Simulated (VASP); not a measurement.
# Rb (Im-3m) in VASP: further runs

Aim: see how the results for Rb move with the level of theory and the settings. Levels: PBEsol, PBE, r2SCAN, HSE06. Tasks: single point.

Everything below comes from runs of VASP 6.6.1. Logs are shortened: lines on timing, memory, paths and dates and some standing lists are left out, and cuts for length are marked.

## (1) The cell of the first run

The structure is cubic, space group Im-3m (No. 229). The conventional cell has a = 5.582 Å, b = 5.582 Å, c = 5.582 Å, α = 90.00°, β = 90.00°, γ = 90.00°.

## (2) Single point, PBEsol

INCAR

```
SYSTEM = Rb
  PREC = Accurate
  ENCUT = 520
  EDIFF = 1E-6
  ISMEAR = -1
  SIGMA = 0.05
  LREAL = .False.
  LASPH = .True.
  NELM = 60
  ALGO = Normal
  ISIF = 2
  LWAVE = .False.
  LCHARG = .True.
  GGA = PS
  LELF = .True.
  LVHAR = .True.
  NBANDS = 10
```

KPOINTS

```
regular mesh
0
Gamma
  6 6 6
  0 0 0
```

POSCAR

```
Rb
1.0
   -2.7910170000      2.7910170000      2.7910170000
    2.7910170000     -2.7910170000      2.7910170000
    2.7910170000      2.7910170000     -2.7910170000
Rb
1
Direct
    0.0000000000      0.0000000000      0.0000000000
```

Potentials or basis: VASP PAW PBE potentials, release 64 (Rb_sv).

The run is started by

```
cat potpaw_PBE.64/Rb_sv/POTCAR > POTCAR
mpirun -np 1 vasp_std > vasp.out
```

OUTCAR:

```text
SYSTEM = Rb
   PREC = Accurate
   ENCUT = 520
   EDIFF = 1E-6
   ISMEAR = -1
   LREAL = .False.
   LASPH = .True.
   NELM = 60
   ISIF = 2
   GGA = PS

 ion  position               nearest neighbor table
   1  0.000  0.000  0.000-

  LATTYP: Found a body centered cubic cell.
 ALAT       =     5.5820340000

  Lattice vectors:

 A1 = (  -2.7910170000,   2.7910170000,   2.7910170000)
 A2 = (   2.7910170000,  -2.7910170000,   2.7910170000)
 A3 = (   2.7910170000,   2.7910170000,  -2.7910170000)

Analysis of symmetry for initial positions (statically):
=====================================================================
 Subroutine PRICEL returns:
 Original cell was already a primitive cell.

 Routine SETGRP: Setting up the symmetry group for a
 body centered cubic supercell.

 Subroutine GETGRP returns: Found 48 space group operations
 (whereof 48 operations were pure point group operations)
 out of a pool of 48 trial point group operations.

The static configuration has the point symmetry O_h .

Analysis of symmetry for dynamics (positions and initial velocities):
=====================================================================
 Subroutine PRICEL returns:
 Original cell was already a primitive cell.

 Routine SETGRP: Setting up the symmetry group for a
 body centered cubic supercell.

 Subroutine GETGRP returns: Found 48 space group operations
 (whereof 48 operations were pure point group operations)
 out of a pool of 48 trial point group operations.

The dynamic configuration has the point symmetry O_h .

 Subroutine INISYM returns: Found 48 space group operations
 (whereof 48 operations are pure point group operations),
 and found     1 'primitive' translations

----------------------------------------------------------------------------------------

                                     Primitive cell

  volume of cell :      86.9656

  direct lattice vectors                    reciprocal lattice vectors
    -2.791017000  2.791017000  2.791017000     0.000000000  0.179146168  0.179146168
     2.791017000 -2.791017000  2.791017000     0.179146168  0.000000000  0.179146168
     2.791017000  2.791017000 -2.791017000     0.179146168  0.179146168  0.000000000

  length of vectors
     4.834183249  4.834183249  4.834183249     0.253350940  0.253350940  0.253350940

  position of ions in fractional coordinates (direct lattice)
[... 70 lines left out ...]
   EDIFFG = 0.1E-04   stopping-criterion for IOM
   NSW    =      0    number of steps for IOM
   IBRION =     -1    ionic relax: 0-MD 1-quasi-New 2-CG
   NFREE  =      0    steps in history (QN), initial steepest desc. (CG)
   ISIF   =      2    stress and relaxation
   ISYM   =      2    0-nonsym 1-usesym 2-fastsym
   POTIM  = 0.5000    time-step for ionic-motion
   TEBEG  =    0.0;   TEEND  =   0.0 temperature during run
   PSTRESS=    0.0 pullay stress
   NELECT =       9.0000    total number of electrons
   NUPDOWN=      -1.0000    fix difference up-down
   EMIN   =  10.00;   EMAX   =-10.00  energy-range for DOS
   EFERMI =   0.00;   METHOD = LEGACY
   ISMEAR =    -1;   SIGMA  =   0.05  broadening in eV -4-tet -1-fermi 0-gaus
   EFERMI_NEDOS =   21; number of points for ismear=-14 and -15
   IALGO  =     38    algorithm
   IMIX   =      4    mixing-type and parameters
     AMIX     =   0.40;   BMIX     =  1.00
     AMIX_MAG =   1.60;   BMIX_MAG =  1.00
  volume/ion in A,a.u.               =      86.97       586.87
  Fermi-wavevector in a.u.,A,eV,Ry     =   0.768611  1.452464  8.037814  0.590763
  Thomas-Fermi vector in A             =   1.869421
   LORBIT       =      0    0 simple, 1 ext, 2 COOP (PROOUT), +10 PAW based schemes
   GGA     = PS    functional components
   LHFCALC =     F    Hartree Fock is set to
   AEXX    =    0.0000 exact exchange contribution
   IVDW    =     0    specifies the selected vdW correction
   LEPSILON=     F    determine dielectric tensor
   LRPA    =     F    only Hartree local field effects (RPA)
 non-spin polarized calculation
  energy-cutoff  :      520.00
  volume of cell :       86.97
 maximum number of plane-waves:      2382
   NGX = 17   NGY = 17   NGZ = 17

 number of electron       9.0000000 magnetization

 Free energy of the ion-electron system (eV)
  ---------------------------------------------------
  ext. energy  EPLUGINS =         0.00000000
  ---------------------------------------------------
  free energy    TOTEN  =        -1.01558651 eV

  energy without entropy =       -0.99979565  energy(sigma->0) =       -1.00769108

 E-fermi :   0.0595     XC(G=0):  -5.6347

 val. band max:       -0.1578100879   @ k =   0.1667   0.1667   0.1667
 cond. band min:       0.0721701661   @ k =   0.3333   0.1667   0.0000
 fundamental gap:      0.2299802540
 Fermi energy:         0.0595446493

 k-point     1 :       0.0000    0.0000    0.0000
  band No.  band energies     occupation
      1     -28.7840      2.00000
      2     -12.8262      2.00000
      3     -12.8262      2.00000
      4     -12.8262      2.00000
      5      -1.9892      2.00000
      6       3.7689      0.00000
      7       3.7689      0.00000
      8       3.7689      0.00000
      9       4.7485      0.00000
     10       4.7485      0.00000
[... 183 lines left out ...]
 k-point    16 :       0.5000    0.5000    0.5000
  band No.  band energies     occupation
      1     -28.7746      2.00000
      2     -12.9068      2.00000
      3     -12.9068      2.00000
      4     -12.9068      2.00000
      5       1.2815      0.00000
      6       1.2815      0.00000
      7       3.4067      0.00000
      8       3.4067      0.00000
      9       3.4067      0.00000
     10       5.0936      0.00000

------------------------ aborting loop because EDIFF is reached ----------------------------------------

  FORCE on cell =-STRESS in cart. coord.  units (eV):
  Direction    XX          YY          ZZ          XY          YZ          ZX
  --------------------------------------------------------------------------------------
  -------------------------------------------------------------------------------------
  Total        0.0005503      0.0005503      0.0005503      0.0000000      0.0000000     -0.0000000
  in kB        0.0101375      0.0101375      0.0101375      0.0000000      0.0000000     -0.0000000
  external PRESSURE =       0.0101375 kB  Pullay stress =       0.0000000 kB

 VOLUME and BASIS-vectors are now :
 -----------------------------------------------------------------------------
  energy-cutoff  :      520.00
  volume of cell :       86.97
      direct lattice vectors                 reciprocal lattice vectors
    -2.791017000  2.791017000  2.791017000     0.000000000  0.179146168  0.179146168
     2.791017000 -2.791017000  2.791017000     0.179146168  0.000000000  0.179146168
     2.791017000  2.791017000 -2.791017000     0.179146168  0.179146168  0.000000000

 POSITION                                       TOTAL-FORCE (eV/Angst)
 -----------------------------------------------------------------------------------
      0.00000      0.00000      0.00000         0.000000     -0.000000      0.000000
 -----------------------------------------------------------------------------------
    total drift:                               -0.000000      0.000000      0.000000

  FREE ENERGIE OF THE ION-ELECTRON SYSTEM (eV)
  ---------------------------------------------------
  free  energy   TOTEN  =        -1.0155865113 eV

  energy  without entropy=       -0.9997956497  energy(sigma->0) =       -1.00769108
```

OSZICAR:

```text
N       E                     dE             d eps       ncg     rms          rms(c)
DAV:   1     0.422152153716E+02    0.42215E+02   -0.32935E+03   320   0.651E+02
DAV:   2     0.198721945033E+01   -0.40228E+02   -0.39317E+02   364   0.122E+02
DAV:   3    -0.913741349828E+00   -0.29010E+01   -0.28933E+01   440   0.328E+01
DAV:   4    -0.101466656502E+01   -0.10093E+00   -0.10087E+00   438   0.513E+00
DAV:   5    -0.101580074706E+01   -0.11342E-02   -0.11342E-02   418   0.549E-01    0.120E+00
DAV:   6    -0.101528387724E+01    0.51687E-03   -0.23114E-03   436   0.271E-01    0.725E-01
DAV:   7    -0.101550367784E+01   -0.21980E-03   -0.37995E-03   436   0.349E-01    0.561E-02
DAV:   8    -0.101557998763E+01   -0.76310E-04   -0.15211E-04   360   0.108E-01    0.173E-02
DAV:   9    -0.101558685090E+01   -0.68633E-05   -0.98820E-06   462   0.220E-02    0.528E-03
DAV:  10    -0.101558651129E+01    0.33961E-06   -0.31990E-06   364   0.100E-02
   1 F= -.10155865E+01 E0= -.10076911E+01  d E =-.157909E-01
```

stdout:

```text
POSCAR found type information on POSCAR Rb
 POSCAR found :  1 types and       1 ions
 scaLAPACK will be used
 -----------------------------------------------------------------------------
|                                                                             |
|                                                                             |
|     You enforced a specific xc type in the INCAR file but a different       |
|     I HOPE YOU KNOW WHAT YOU ARE DOING!                                     |
|                                                                             |
 -----------------------------------------------------------------------------

 LDA part: xc-table for (Slater+PW92), standard interpolation
 POSCAR, INCAR and KPOINTS ok, starting setup
 FFT: planning ... GRIDC
 FFT: planning ... GRID_SOFT
 FFT: planning ... GRID
 WAVECAR not read
 entering main loop
```

It took 11 s on 1 thread of Intel Xeon Platinum 8375C at 2.90GHz (Ice Lake), shared host; peak memory 0.2 GiB.

Results:

| Quantity | Value |
| --- | --- |
| Free energy | -1.0156 eV |
| Pressure | 0.0 GPa |
| Band gap on the k mesh | zero (an odd number of electrons rules out a gap without spin polarisation) |

Caveat: the PAW data sets were made with another functional, which shifts forces and pressure a little.

## (3) Single point, PBE

INCAR

```
ALGO = Normal
EDIFF = 1E-6
ENCUT = 520
GGA = PE
ISIF = 2
ISMEAR = -1
LASPH = True
LCHARG = False
LREAL = False
LWAVE = False
NBANDS = 10
NELM = 100
PREC = Accurate
SIGMA = 0.05
```

KPOINTS

```
k-points
0
Gamma
  6 6 6
```

POSCAR is that of step 2.

Potentials or basis: VASP PAW PBE potentials, release 64 (Rb_sv).

The run is started by

```
cat potpaw_PBE.64/Rb_sv/POTCAR > POTCAR
mpirun -np 1 vasp_std > vasp.out
```

OUTCAR:

```text
EDIFF = 1E-6
   ENCUT = 520
   GGA = PE
   ISIF = 2
   ISMEAR = -1
   LASPH = True
   LREAL = False
   NELM = 100
   PREC = Accurate

 ion  position               nearest neighbor table
   1  0.000  0.000  0.000-

  LATTYP: Found a body centered cubic cell.
 ALAT       =     5.5820340000

  Lattice vectors:

 A1 = (  -2.7910170000,   2.7910170000,   2.7910170000)
 A2 = (   2.7910170000,  -2.7910170000,   2.7910170000)
 A3 = (   2.7910170000,   2.7910170000,  -2.7910170000)

Analysis of symmetry for initial positions (statically):
=====================================================================
 Subroutine PRICEL returns:
 Original cell was already a primitive cell.

 Routine SETGRP: Setting up the symmetry group for a
 body centered cubic supercell.

 Subroutine GETGRP returns: Found 48 space group operations
 (whereof 48 operations were pure point group operations)
 out of a pool of 48 trial point group operations.

The static configuration has the point symmetry O_h .

Analysis of symmetry for dynamics (positions and initial velocities):
[... 153 lines left out ...]

 k-point     1 :       0.0000    0.0000    0.0000
  band No.  band energies     occupation
      1     -28.7628      2.00000
      2     -12.8003      2.00000
      3     -12.8003      2.00000
      4     -12.8003      2.00000
      5      -1.9166      2.00000
      6       3.8369      0.00000
      7       3.8369      0.00000
      8       3.8369      0.00000
      9       4.8028      0.00000
     10       4.8028      0.00000
[... 183 lines left out ...]
 k-point    16 :       0.5000    0.5000    0.5000
  band No.  band energies     occupation
      1     -28.7535      2.00000
      2     -12.8801      2.00000
      3     -12.8801      2.00000
      4     -12.8801      2.00000
      5       1.3431      0.00000
      6       1.3431      0.00000
      7       3.4864      0.00000
      8       3.4864      0.00000
      9       3.4864      0.00000
     10       5.1586      0.00000

------------------------ aborting loop because EDIFF is reached ----------------------------------------

  FORCE on cell =-STRESS in cart. coord.  units (eV):
  Direction    XX          YY          ZZ          XY          YZ          ZX
  --------------------------------------------------------------------------------------
  -------------------------------------------------------------------------------------
  Total        0.0882992      0.0882992      0.0882992      0.0000000      0.0000000      0.0000000
  in kB        1.6267472      1.6267472      1.6267472      0.0000000      0.0000000      0.0000000
  external PRESSURE =       1.6267472 kB  Pullay stress =       0.0000000 kB

 VOLUME and BASIS-vectors are now :
 -----------------------------------------------------------------------------
  energy-cutoff  :      520.00
  volume of cell :       86.97
      direct lattice vectors                 reciprocal lattice vectors
    -2.791017000  2.791017000  2.791017000     0.000000000  0.179146168  0.179146168
     2.791017000 -2.791017000  2.791017000     0.179146168  0.000000000  0.179146168
     2.791017000  2.791017000 -2.791017000     0.179146168  0.179146168  0.000000000

 POSITION                                       TOTAL-FORCE (eV/Angst)
 -----------------------------------------------------------------------------------
      0.00000      0.00000      0.00000        -0.000000      0.000000      0.000000
 -----------------------------------------------------------------------------------
    total drift:                               -0.000000      0.000000      0.000000

  FREE ENERGIE OF THE ION-ELECTRON SYSTEM (eV)
  ---------------------------------------------------
  free  energy   TOTEN  =        -0.9253484758 eV

  energy  without entropy=       -0.9095552971  energy(sigma->0) =       -0.91745189
```

OSZICAR:

```text
N       E                     dE             d eps       ncg     rms          rms(c)
DAV:   1     0.423558814238E+02    0.42356E+02   -0.32979E+03   320   0.651E+02
DAV:   2     0.207158577526E+01   -0.40284E+02   -0.39382E+02   364   0.122E+02
DAV:   3    -0.821670125945E+00   -0.28933E+01   -0.28856E+01   438   0.328E+01
DAV:   4    -0.922923477887E+00   -0.10125E+00   -0.10120E+00   438   0.513E+00
DAV:   5    -0.924068042651E+00   -0.11446E-02   -0.11445E-02   426   0.551E-01    0.132E+00
DAV:   6    -0.924423620720E+00   -0.35558E-03   -0.19380E-03   428   0.252E-01    0.797E-01
DAV:   7    -0.925231313046E+00   -0.80769E-03   -0.32821E-03   380   0.328E-01    0.487E-02
DAV:   8    -0.925338806826E+00   -0.10749E-03   -0.13475E-04   360   0.918E-02    0.185E-02
DAV:   9    -0.925348877507E+00   -0.10071E-04   -0.10779E-05   438   0.250E-02    0.468E-03
DAV:  10    -0.925348475820E+00    0.40169E-06   -0.35462E-06   382   0.103E-02
   1 F= -.92534848E+00 E0= -.91745189E+00  d E =-.157932E-01
```

Run time: 10 s. Hardware: 1 thread of Intel Xeon Platinum 8375C at 2.90GHz (Ice Lake), shared host; peak memory 0.2 GiB.

What came out:

* Free energy: -0.9253 eV
* Pressure: 0.2 GPa
* Band gap on the k mesh: zero (an odd number of electrons rules out a gap without spin polarisation)

[end of part 1 of 2]
